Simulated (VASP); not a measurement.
Here is a VASP 6.6.1 calculation.

File INCAR:

```
SYSTEM = B
PREC     = Accurate       ! precision mode
ENCUT    = 520            ! plane-wave cutoff, eV
EDIFF    = 1E-6           ! SCF threshold, eV
ISMEAR   = -1             ! smearing method
SIGMA    = 0.1            ! smearing width, eV
LREAL    = .FALSE.        ! projectors in reciprocal space
LASPH    = .TRUE.         ! aspherical terms in the spheres
NELM     = 80             ! most SCF steps
ALGO     = Normal         ! electronic algorithm
ISIF     = 2              ! what is computed and relaxed
LWAVE    = .FALSE.        ! write WAVECAR
LCHARG   = .TRUE.         ! write CHGCAR
GGA      = PE             ! functional
LELF     = .TRUE.         ! ELF
LVHAR    = .TRUE.       
NBANDS   = 8              ! bands
```

KPOINTS

```
regular mesh
0
G
  19 19 19
  0 0 0
```

The input POSCAR:

```
B
1.0
    1.8839499199      0.0000000000      0.0000000000
    0.0000000000      1.8839499199      0.0000000000
    0.0000000000      0.0000000000      1.8839499199
B
1
Direct
    0.0000000000      0.0000000000      0.0000000000
```

Potentials or basis: VASP PAW PBE potentials, release 64 (B).

Run with:

```sh
$ cat potpaw_PBE.64/B/POTCAR > POTCAR
$ mpirun -np 1 vasp_std > vasp.out
```

(1) Predict the pressure.

Answers

(1) 0.3 GPa.
